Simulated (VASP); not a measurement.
## CaSe: relaxation of cell and atoms with PBE

The system is CaSe.

```xyz
2
Lattice="0.0000 3.2941 3.2941 3.2941 0.0000 3.2941 3.2941 3.2941 0.0000" Properties=species:S:1:pos:R:3 pbc="T T T"
Ca    0.0000    0.0000    0.0000
Se    1.6470    1.6470    1.6470
```

- Program: VASP 6.6.1
- Task: relaxation of cell and atoms
- Functional: PBE
- Potentials or basis: VASP PAW PBE potentials, release 64 (Ca_sv, Se)
- Cutoff: 600 eV
- k mesh: 6 × 6 × 6
- Occupations: gaussian, width 0.02 eV
- Spin: no spin polarisation
- Dipole correction: no
- Further INCAR settings: ALGO = Normal; EDIFF = 1e-06; IBRION = 2; EDIFFG = -0.01; NSW = 80; ISIF = 3

```
Relaxed volume                         : 35.88 Å³/atom
Relaxed cell                           : a = 4.665 Å, b = 4.665 Å, c = 4.665 Å, α = 60.00°, β = 60.00°, γ = 60.00°
Space group after relaxing (to 0.05 Å) : F-43m (No. 216)
Energy gained by relaxing              : 0.0 meV/atom
Ionic steps                            : 2
Pressure after relaxing                : 0.0 GPa
Band gap on the k mesh                 : 3.15 eV, indirect (least direct gap 3.24 eV)
```

Final structure:
```
Ca Se
1.0
     0.00000    3.29837    3.29837
     3.29837    0.00000    3.29837
     3.29837    3.29837    0.00000
Ca Se
1 1
Direct
  0.00000 0.00000 0.00000
  0.25000 0.25000 0.25000
```

Levels at points of the mesh, in eV from the valence-band top:
```csv
k point,band 6,band 7,band 8,band 9,band 10,band 11
"(0.00, 0.00, 0.00)",-0.09,-0.09,-0.09,3.15,5.34,5.34
"(0.50, 0.00, 0.00)",-1.20,-0.01,-0.01,5.05,5.45,5.45
"(0.50, 0.50, 0.00)",-1.22,-0.04,-0.04,3.54,4.95,6.05
```

It took 23 s on 1 thread of Intel(R) Xeon(R) Platinum 8488C (Sapphire Rapids) (shared host), peak memory 0.23 GiB.

A k mesh can miss the band edges. Expect the measured gap to be larger: semilocal functionals such as PBE lack the derivative discontinuity.
